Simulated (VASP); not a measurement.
Wanted: the native input for a VASP 6.6.1 run.

```yaml
Task: single point
Functional: BLYP
Potentials_or_basis: VASP PAW PBE potentials, release 64 (P, B)
Cutoff: 520 eV
k_mesh: 6 × 6 × 6
Occupations: fermi-dirac, width 0.05 eV
Spin: no spin polarisation
Dipole_correction: no
Further_INCAR_settings: ALGO = Normal; EDIFF = 1e-07; NBANDS = 11
```

The structure of BP lies in POSCAR:

```
BP
1.0
    0.0000000000      2.2690000000      2.2690000000
    2.2690000000      0.0000000000      2.2690000000
    2.2690000000      2.2690000000      0.0000000000
P B
1 1
Direct
    0.7500000000      0.7500000000      0.7500000000
    0.0000000000      0.0000000000      0.0000000000
```

One way to write it, as run:

INCAR

```
PREC = Accurate
ENCUT = 520
EDIFF = 1E-7
ISMEAR = -1
SIGMA = 0.05
LREAL = False
LASPH = True
NELM = 60
ALGO = Normal
ISIF = 2
LWAVE = False
LCHARG = False
GGA = B5
ALDAX = 1.0
AGGAX = 1.0
AGGAC = 1.0
ALDAC = 0.0
NBANDS = 11
```

KPOINTS

```
Automatic mesh
0
Gamma
  6 6 6
```

Potentials or basis: VASP PAW PBE potentials, release 64 (P, B).

Command:

```console
$ cat potpaw_PBE.64/P/POTCAR potpaw_PBE.64/B/POTCAR > POTCAR
$ mpirun -np 1 vasp_std > vasp.out
```

It gave:

| Item | Value |
| --- | --- |
| Pressure | 6.0 GPa |
| Band gap on the k mesh | 1.65 eV, indirect (least direct gap 3.58 eV) |

Caveat: the PAW data sets were made with another functional, which shifts forces and pressure a little.

It used 7.6 s of CPU time on 1 thread of Intel Xeon 6975P-C, with other jobs on the host.
